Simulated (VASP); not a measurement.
A run of VASP 6.6.1 is set up as follows.

The input INCAR:

```
SYSTEM = Mo6C
PREC = Accurate
ENCUT = 520
EDIFF = 1E-6
ISMEAR = 0
SIGMA = 0.1
LREAL = .False.
LASPH = .True.
NELM = 100
ALGO = Normal
ISIF = 2
LWAVE = .False.
LCHARG = .True.
LDIPOL = .True.
IDIPOL = 3
DIPOL = 0.5 0.5 0.339
GGA = PS
LELF = .True.
LVHAR = .True.
LVACPOTAV = .True.
NBANDS = 53
```

The input KPOINTS:

```
regular mesh
0
Gamma
  6 6 1
  0 0 0
```

POSCAR

```
Mo6C
1.0
    4.4256825775      0.0000000000      0.0000000000
   -2.2128412887      3.8327535412      0.0000000000
    0.0000000000      0.0000000000     19.7247696083
Mo C
6 1
Direct
    0.6666666667      0.3333333333      0.2027907083
    0.3333333333      0.6666666666      0.2485904155
    0.0000000000      0.0000000000      0.2943901228
    0.6666666667      0.3333333333      0.3368101117
    0.3333333333      0.6666666666      0.3772266205
    0.0000000000      0.0000000000      0.4169767136
    0.2222222222      0.1111111111      0.4951781663
```

Potentials or basis: VASP PAW PBE potentials, release 64 (Mo_sv, C).

The run is started by

```sh
$ cat potpaw_PBE.64/Mo_sv/POTCAR potpaw_PBE.64/C/POTCAR > POTCAR
$ mpirun -np 1 vasp_std > vasp.out
```

Question: Estimate the largest force.

Answer: 3.220 eV/Å.

Question: Predict the band gap on the k mesh.

Answer: Zero (bands 44 and 45 overlap by 0.26 eV).

Forces on the atoms (eV/Å):
```
Mo  -0.068 -0.039  2.180
Mo   0.030  0.017 -0.369
Mo   0.271  0.157 -3.205
Mo  -0.023 -0.013 -0.952
Mo  -0.415 -0.240  0.905
Mo  -0.417 -0.241  1.353
C    0.621  0.359  0.088
```

Caveat: the PAW data sets were made with another functional, which shifts forces and pressure a little.
